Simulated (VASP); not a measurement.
# Si3B (Pmmn) in VASP: notebook

Si3B is run at these levels: PBE; tasks: single point, relaxation of shape and atoms at fixed volume.

Everything below comes from runs of VASP 6.6.1. Logs are shortened: lines on timing, memory, paths and dates and some standing lists are left out, and cuts for length are marked.

## 1. The cell of the first run

The structure is orthorhombic, space group Pmmn (No. 59). The conventional cell has a = 3.384 Å, b = 7.246 Å, c = 5.273 Å, α = 90.00°, β = 90.00°, γ = 90.00°. Si (site symmetry m) has 1 B at 2.00 Å and 3 Si at 2.38 to 2.41 Å within 2.6 Å. Within 2.7 Å of Si (site symmetry mm2) lie 2 B at 2.03 Å and 2 Si at 2.38 Å. Within 2.6 Å of B (site symmetry mm2) lie 4 Si at 2.00 to 2.03 Å.

## 2. Single point, PBE

INCAR

```
PREC = Accurate ; ENCUT = 520
EDIFF = 1E-7 ; ISMEAR = 0
SIGMA = 0.1 ; LREAL = False
LASPH = True ; NELM = 100
ALGO = Normal ; ISIF = 2
LWAVE = False ; LCHARG = False
GGA = PE ; NBANDS = 25
```

KPOINTS

```
regular mesh
0
Gamma
  10 4 6
```

POSCAR

```
Si3B
1.0
    3.3840930921      0.0000000000      0.0000000000
    0.0000000000      7.2461974154      0.0000000000
    0.0000000000      0.0000000000      5.2734594911
Si B
6 2
Direct
    0.5000000000      0.7340593909      0.1616554188
    0.5000000000      0.2659406091      0.1616554188
    0.0000000000      0.7659406091      0.8383445812
    0.0000000000      0.2340593909      0.8383445812
    0.0000000000      0.5000000000      0.5733285658
    0.5000000000      0.0000000000      0.4266714342
    0.5000000000      0.5000000000      0.3613590319
    0.0000000000      0.0000000000      0.6386409681
```

Potentials or basis: VASP PAW PBE potentials, release 64 (Si, B).

Launch:

```
$ cat potpaw_PBE.64/Si/POTCAR potpaw_PBE.64/B/POTCAR > POTCAR
$ mpirun -np 1 vasp_std > vasp.out
```

OUTCAR:

```text
PREC = Accurate
   ENCUT = 520
   EDIFF = 1E-7
   ISMEAR = 0
   LREAL = False
   LASPH = True
   NELM = 100
   ISIF = 2
   GGA = PE

 ion  position               nearest neighbor table
   1  0.500  0.734  0.162-   7 2.00   6 2.38   3 2.41   3 2.41
   2  0.500  0.266  0.162-   7 2.00   6 2.38   4 2.41   4 2.41
   3  0.000  0.766  0.838-   8 2.00   5 2.38   1 2.41   1 2.41
   4  0.000  0.234  0.838-   8 2.00   5 2.38   2 2.41   2 2.41
   5  0.000  0.500  0.573-   7 2.03   7 2.03   3 2.38   4 2.38
   6  0.500  0.000  0.427-   8 2.03   8 2.03   1 2.38   2 2.38
   7  0.500  0.500  0.361-   1 2.00   2 2.00   5 2.03   5 2.03
   8  0.000  0.000  0.639-   3 2.00   4 2.00   6 2.03   6 2.03

  LATTYP: Found a simple orthorhombic cell.
 ALAT       =     3.3840930921
 B/A-ratio  =     1.5583080452
 C/A-ratio  =     2.1412523882

  Lattice vectors:

 A1 = (  -3.3840930921,   0.0000000000,   0.0000000000)
 A2 = (   0.0000000000,   0.0000000000,   5.2734594911)
 A3 = (   0.0000000000,   7.2461974154,   0.0000000000)

Analysis of symmetry for initial positions (statically):
=====================================================================
 Subroutine PRICEL returns:
 Original cell was already a primitive cell.

 Routine SETGRP: Setting up the symmetry group for a
 simple orthorhombic supercell.

 Subroutine GETGRP returns: Found  8 space group operations
 (whereof  4 operations were pure point group operations)
 out of a pool of  8 trial point group operations.

The static configuration has the point symmetry C_2v.
 The point group associated with its full space group is D_2h.

Analysis of symmetry for dynamics (positions and initial velocities):
=====================================================================
 Subroutine PRICEL returns:
 Original cell was already a primitive cell.

 Routine SETGRP: Setting up the symmetry group for a
 simple orthorhombic supercell.

 Subroutine GETGRP returns: Found  8 space group operations
 (whereof  4 operations were pure point group operations)
 out of a pool of  8 trial point group operations.

The dynamic configuration has the point symmetry C_2v.
 The point group associated with its full space group is D_2h.

 Subroutine INISYM returns: Found  8 space group operations
 (whereof  4 operations are pure point group operations),
 and found     1 'primitive' translations

----------------------------------------------------------------------------------------

                                     Primitive cell

  volume of cell :     129.3148

  direct lattice vectors                    reciprocal lattice vectors
     3.384093092  0.000000000  0.000000000     0.295500145  0.000000000  0.000000000
     0.000000000  7.246197415  0.000000000     0.000000000  0.138003417  0.000000000
     0.000000000  0.000000000  5.273459491     0.000000000  0.000000000  0.189628839

  length of vectors
     3.384093092  7.246197415  5.273459491     0.295500145  0.138003417  0.189628839

  position of ions in fractional coordinates (direct lattice)
     0.500000000  0.734059391  0.161655419
     0.500000000  0.265940609  0.161655419
     0.000000000  0.765940609  0.838344581
     0.000000000  0.234059391  0.838344581
     0.000000000  0.500000000  0.573328566
     0.500000000  0.000000000  0.426671434
     0.500000000  0.500000000  0.361359032
     0.000000000  0.000000000  0.638640968

  ion indices of the primitive-cell ions
   primitive index   ion index
                 1           1
                 2           2
                 3           3
                 4           4
                 5           5
                 6           6
                 7           7
                 8           8

----------------------------------------------------------------------------------------

 KPOINTS: regular mesh

Automatic generation of k-mesh.
 Grid dimensions read from file:
 generate k-points for:   10    4    6

 Generating k-lattice:

  Cartesian coordinates                     Fractional coordinates (reciprocal lattice)
     0.029550015  0.000000000  0.000000000     0.100000000  0.000000000  0.000000000
     0.000000000  0.034500854  0.000000000     0.000000000  0.250000000  0.000000000
     0.000000000  0.000000000  0.031604806     0.000000000  0.000000000  0.166666667

  Length of vectors
     0.029550015  0.034500854  0.031604806

  Shift w.r.t. Gamma in fractional coordinates (k-lattice)
     0.000000000  0.000000000  0.000000000

 Subroutine IBZKPT returns following result:
 ===========================================

 Found     72 irreducible k-points:

 Following reciprocal coordinates:
            Coordinates               Weight
  0.000000  0.000000  0.000000      1.000000
  0.100000  0.000000  0.000000      2.000000
  0.200000  0.000000  0.000000      2.000000
  0.300000  0.000000  0.000000      2.000000
  0.400000  0.000000  0.000000      2.000000
  0.500000  0.000000  0.000000      1.000000
[... 16 lines left out ...]
  0.400000  0.000000  0.166667      4.000000
  0.500000  0.000000  0.166667      2.000000
 [... further k-points ...]
   k-points           NKPTS =     72   k-points in BZ     NKDIM =     72   number of bands    NBANDS=     25
   number of dos      NEDOS =    301   number of ions     NIONS =      8
   total plane-waves  NPLWV =  60480
   dimension x,y,z NGX =    28 NGY =   54 NGZ =   40
   dimension x,y,z NGXF=    56 NGYF=  108 NGZF=   80
   ions per type =               6   2
   NGX,Y,Z   is equivalent  to a cutoff of  13.76, 12.39, 12.61 a.u.
   NGXF,Y,Z  is equivalent  to a cutoff of  27.51, 24.78, 25.22 a.u.
 SYSTEM =  unknown system
   PREC   = accura    normal or accurate (medium, high low for compatibility)
   ISTART =      0    job   : 0-new  1-cont  2-samecut
   ICHARG =      2    charge: 1-file 2-atom 10-const
   ISPIN  =      1    spin polarized calculation?
   LNONCOLLINEAR =      F non collinear calculations
   LSORBIT =      F    spin-orbit coupling
   LASPH  =      T    aspherical Exc in radial PAW
   ENCUT  =  520.0 eV  38.22 Ry    6.18 a.u.   6.29 13.47  9.81*2*pi/ulx,y,z
   NELM   =    100;   NELMIN=  2; NELMDL= -5     # of ELM steps
   EDIFF  = 0.1E-06   stopping-criterion for ELM
   LREAL  =      F    real-space projection
   EDIFFG = 0.1E-05   stopping-criterion for IOM
   NSW    =      0    number of steps for IOM
   IBRION =     -1    ionic relax: 0-MD 1-quasi-New 2-CG
   NFREE  =      0    steps in history (QN), initial steepest desc. (CG)
   ISIF   =      2    stress and relaxation
   ISYM   =      2    0-nonsym 1-usesym 2-fastsym
   POTIM  = 0.5000    time-step for ionic-motion
   TEBEG  =    0.0;   TEEND  =   0.0 temperature during run
   PSTRESS=    0.0 pullay stress
   NELECT =      30.0000    total number of electrons
   NUPDOWN=      -1.0000    fix difference up-down
   EMIN   =  10.00;   EMAX   =-10.00  energy-range for DOS
   EFERMI =   0.00;   METHOD = LEGACY
   ISMEAR =     0;   SIGMA  =   0.10  broadening in eV -4-tet -1-fermi 0-gaus
   EFERMI_NEDOS =   21; number of points for ismear=-14 and -15
   IALGO  =     38    algorithm
   IMIX   =      4    mixing-type and parameters
     AMIX     =   0.40;   BMIX     =  1.00
     AMIX_MAG =   1.60;   BMIX_MAG =  1.00
  volume/ion in A,a.u.               =      16.16       109.08
  Fermi-wavevector in a.u.,A,eV,Ry     =   1.005926  1.900924 13.767551  1.011886
  Thomas-Fermi vector in A             =   2.138636
   LORBIT       =      0    0 simple, 1 ext, 2 COOP (PROOUT), +10 PAW based schemes
   GGA     = PE    functional components
   LHFCALC =     F    Hartree Fock is set to
   AEXX    =    0.0000 exact exchange contribution
   IVDW    =     0    specifies the selected vdW correction
   LEPSILON=     F    determine dielectric tensor
   LRPA    =     F    only Hartree local field effects (RPA)
 non-spin polarized calculation
 Gauss-broadening in eV      SIGMA  =   0.10
  energy-cutoff  :      520.00
  volume of cell :      129.31
 maximum number of plane-waves:      3508
 NGX is ok and might be reduce to    28
   NGX = 13   NGY = 27   NGZ = 19

 number of electron      29.9999999 magnetization

 Free energy of the ion-electron system (eV)
  ---------------------------------------------------
  ext. energy  EPLUGINS =         0.00000000
  ---------------------------------------------------
  free energy    TOTEN  =       -44.67732410 eV

  energy without entropy =      -44.66721816  energy(sigma->0) =      -44.67227113

 E-fermi :   5.7254     XC(G=0):  -9.9323

 val. band max:        5.7149622267   @ k =   0.3000   0.0000   0.3333
 cond. band min:       5.7339989076   @ k =   0.0000   0.2500   0.3333
 fundamental gap:      0.0190366808
 Fermi energy:         5.7254137505

 k-point     1 :       0.0000    0.0000    0.0000
  band No.  band energies     occupation
      1      -6.2661      2.00000
      2      -4.0539      2.00000
      3      -3.8614      2.00000
      4      -1.6881      2.00000
      5      -1.6237      2.00000
      6       0.5686      2.00000
[... 17 lines left out ...]
     24      11.5369      0.00000
     25      12.1360      0.00000

 k-point     2 :       0.1000    0.0000    0.0000
  band No.  band energies     occupation
      1      -6.1519      2.00000
      2      -3.9368      2.00000
      3      -3.7533      2.00000
      4      -1.5860      2.00000
      5      -1.5713      2.00000
      6       0.6070      2.00000
[... 17 lines left out ...]
     24      11.1288      0.00000
     25      11.6280      0.00000

 k-point     3 :       0.2000    0.0000    0.0000
  band No.  band energies     occupation
      1      -5.8117      2.00000
      2      -3.5877      2.00000
      3      -3.4313      2.00000
      4      -1.5509      2.00000
      5      -1.2226      2.00000
      6       0.6521      2.00000
[... 17 lines left out ...]
     24      11.7219      0.00000
     25      11.7523      0.00000

 k-point     4 :       0.3000    0.0000    0.0000
  band No.  band energies     occupation
      1      -5.2532      2.00000
      2      -3.0148      2.00000
      3      -2.9073      2.00000
      4      -1.8004      2.00000
      5      -0.6485      2.00000
      6       0.4351      2.00000
[... 17 lines left out ...]
     24      10.8461      0.00000
     25      12.1065      0.00000

 k-point     5 :       0.4000    0.0000    0.0000
  band No.  band energies     occupation
      1      -4.4944      2.00000
      2      -2.6363      2.00000
      3      -2.2358      2.00000
      4      -2.1072      2.00000
      5      -0.3032      2.00000
      6      -0.2869      2.00000
[... 17 lines left out ...]
     24      11.2748      0.00000
     25      11.7052      0.00000

 k-point     6 :       0.5000    0.0000    0.0000
  band No.  band energies     occupation
      1      -3.5770      2.00000
      2      -3.5770      2.00000
      3      -1.2935      2.00000
      4      -1.2935      2.00000
      5      -1.2486      2.00000
      6      -1.2486      2.00000
[... 17 lines left out ...]
     24      11.5398      0.00000
     25      12.2612      0.00000
[... 393 lines left out ...]
 k-point    21 :       0.2000    0.0000    0.1667
  band No.  band energies     occupation
      1      -5.6848      2.00000
      2      -3.4891      2.00000
      3      -3.4156      2.00000
      4      -2.5806      2.00000
      5      -0.1053      2.00000
      6      -0.0341      2.00000
[... 17 lines left out ...]
     24      11.7509      0.00000
     25      12.3978      0.00000

 k-point    22 :       0.3000    0.0000    0.1667
  band No.  band energies     occupation
      1      -5.1308      2.00000
      2      -2.9190      2.00000
      3      -2.9127      2.00000
      4      -2.2895      2.00000
      5      -0.3476      2.00000
      6       0.0791      2.00000
[... 17 lines left out ...]
     24      11.2958      0.00000
     25      12.1414      0.00000

 k-point    23 :       0.4000    0.0000    0.1667
  band No.  band energies     occupation
      1      -4.3828      2.00000
      2      -2.7043      2.00000
      3      -2.1479      2.00000
      4      -2.0502      2.00000
      5      -0.4169      2.00000
      6      -0.3413      2.00000
[... 17 lines left out ...]
     24      10.9783      0.00000
     25      11.4833      0.00000

 k-point    24 :       0.5000    0.0000    0.1667
  band No.  band energies     occupation
      1      -3.4988      2.00000
      2      -3.4988      2.00000
      3      -1.2307      2.00000
      4      -1.2307      2.00000
      5      -1.2210      2.00000
      6      -1.2210      2.00000
[... 17 lines left out ...]
     24      10.8616      0.00000
     25      11.6345      0.00000

 [... further k-points ...]
[... 5 lines left out ...]
  --------------------------------------------------------------------------------------
  -------------------------------------------------------------------------------------
  Total       -0.0446060     -0.0500528     -0.0690741      0.0000000      0.0000000      0.0000000
  in kB       -0.5526576     -0.6201418     -0.8558105      0.0000000      0.0000000      0.0000000
  external PRESSURE =      -0.6762033 kB  Pullay stress =       0.0000000 kB

 VOLUME and BASIS-vectors are now :
 -----------------------------------------------------------------------------
  energy-cutoff  :      520.00
  volume of cell :      129.31
      direct lattice vectors                 reciprocal lattice vectors
     3.384093092  0.000000000  0.000000000     0.295500145  0.000000000  0.000000000
     0.000000000  7.246197415  0.000000000     0.000000000  0.138003417  0.000000000
     0.000000000  0.000000000  5.273459491     0.000000000  0.000000000  0.189628839

 POSITION                                       TOTAL-FORCE (eV/Angst)
 -----------------------------------------------------------------------------------
      1.69205      5.31914      0.85248        -0.000000      0.007990     -0.007682
      1.69205      1.92706      0.85248        -0.000000     -0.007990     -0.007682
      0.00000      5.55016      4.42098         0.000000     -0.007990      0.007682
      0.00000      1.69604      4.42098         0.000000      0.007990      0.007682
      0.00000      3.62310      3.02342         0.000000      0.000000      0.008020
      1.69205      0.00000      2.25003         0.000000      0.000000     -0.008020
      1.69205      3.62310      1.90561         0.000000      0.000000      0.002352
      0.00000      0.00000      3.36785         0.000000      0.000000     -0.002352
 -----------------------------------------------------------------------------------
    total drift:                               -0.000000      0.000000     -0.000000

  FREE ENERGIE OF THE ION-ELECTRON SYSTEM (eV)
  ---------------------------------------------------
  free  energy   TOTEN  =       -44.6773240990 eV

  energy  without entropy=      -44.6672181604  energy(sigma->0) =      -44.67227113
```

Wall time 3.3 min (1 thread of Intel Xeon Platinum 8488C (Sapphire Rapids), shared host); peak memory 0.33 GiB.

Results:

- Free energy: -44.6773 eV
- Pressure: -0.1 GPa
- Largest force: 0.011 eV/Å
- Band gap on the k mesh: zero (bands 15 and 16 overlap by 3.98 eV)

Forces on the atoms (eV/Å):
```
Si   0.000  0.008 -0.008
Si   0.000 -0.008 -0.008
Si   0.000 -0.008  0.008
Si   0.000  0.008  0.008
Si   0.000  0.000  0.008
Si   0.000  0.000 -0.008
B    0.000  0.000  0.002
B    0.000  0.000 -0.002
```

(Continued in part 2 of 2.)

The gap in the log of VASP goes by the Fermi energy; the results here count the filled bands.